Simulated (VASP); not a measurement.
Write the native input for VASP 6.6.1 that does the following.

- Task: single point
- Functional: PBE
- Dispersion: D3(BJ)
- Potentials or basis: VASP PAW PBE potentials, release 64 (Hf_pv, O, H)
- Cutoff: 520 eV
- k mesh: 2 × 3 × 1
- Occupations: gaussian, width 0.05 eV
- Spin: no spin polarisation
- Dipole correction: yes
- Further INCAR settings: ALGO = Normal; EDIFF = 1e-06; NBANDS = 111; NELMDL = -8

The structure of Hf8H2O17 lies in POSCAR:

```
Hf8H2O17
1.0
    7.1741418973      0.0000000000      0.0000000000
    0.0000000000      5.0728843847      0.0000000000
    0.0000000000      0.0000000000     24.9467064229
Hf O H
8 17 2
Direct
    0.2500000000      0.5000000000      0.3206836151
    0.7500000000      0.5000000000      0.3206836151
    0.5000000000      0.0000000000      0.3925782950
    0.0000000000      0.0000000000      0.3925782950
    0.7481423566      0.4906866211      0.4687038221
    0.2505944328      0.5148664412      0.4691809047
    0.0032184207      0.0128558505      0.5278849242
    0.4691788910      0.0243152512      0.5353814594
    0.5000000000      0.7500000000      0.3206836151
    0.0000000000      0.7500000000      0.3206836151
    0.5000000000      0.2500000000      0.3206836151
    0.0000000000      0.2500000000      0.3206836151
    0.7500000000      0.2500000000      0.3925782950
    0.2500000000      0.2500000000      0.3925782950
    0.7500000000      0.7500000000      0.3925782950
    0.2500000000      0.7500000000      0.3925782950
   -0.0114669606      0.7722114850      0.4630816266
    0.5207766201      0.7723146602      0.4710199085
    0.0066986191      0.2751318534      0.4639964466
    0.4886049607      0.2805229406      0.4639864330
    0.2394866930      0.2585741776      0.5412132996
    0.7413542334      0.1919682298      0.5312358165
    0.2402750000      0.7669616143      0.5339516627
    0.8319441533      0.6822404534      0.5476952062
    0.5466265151      0.8791007973      0.6078709859
    0.7424345921      0.6910621210      0.5776905469
    0.4579067589      0.7757746019      0.6281930182
```

These files were run (other wordings do the same):

INCAR

```
SYSTEM = Hf8H2O17
ALGO = Normal
DIPOL = 0.5 0.5 0.449
EDIFF = 1E-6
ENCUT = 520
GGA = PE
GGA_COMPAT = .False.
IDIPOL = 3
ISIF = 2
ISMEAR = 0
IVDW = 12
LASPH = .True.
LCHARG = .True.
LDIPOL = .True.
LELF = .True.
LREAL = .False.
LVACPOTAV = .True.
LVHAR = .True.
LWAVE = .False.
NBANDS = 111
NELM = 120
NELMDL = -8
PREC = Accurate
SIGMA = 0.05
```

KPOINTS

```
k-points
0
Gamma
  2 3 1
  0 0 0
```

Potentials or basis: VASP PAW PBE potentials, release 64 (Hf_pv, O, H).

Launch:

```console
$ cat potpaw_PBE.64/Hf_pv/POTCAR potpaw_PBE.64/O/POTCAR potpaw_PBE.64/H/POTCAR > POTCAR
$ mpirun -np 1 vasp_std > vasp.out
```

Results of the run:

```
Largest force              : 4.655 eV/Å
Band gap on the k mesh     : 1.66 eV
Dispersion energy per atom : -0.151 eV
```

Caveat: the k points lie up to 0.44 Å⁻¹ apart; spin-orbit coupling is left out, which moves the levels of the heavy elements.

It took 46 min on 1 thread of Intel Xeon 8259CL, with other jobs on the host, peak memory 0.97 GiB.
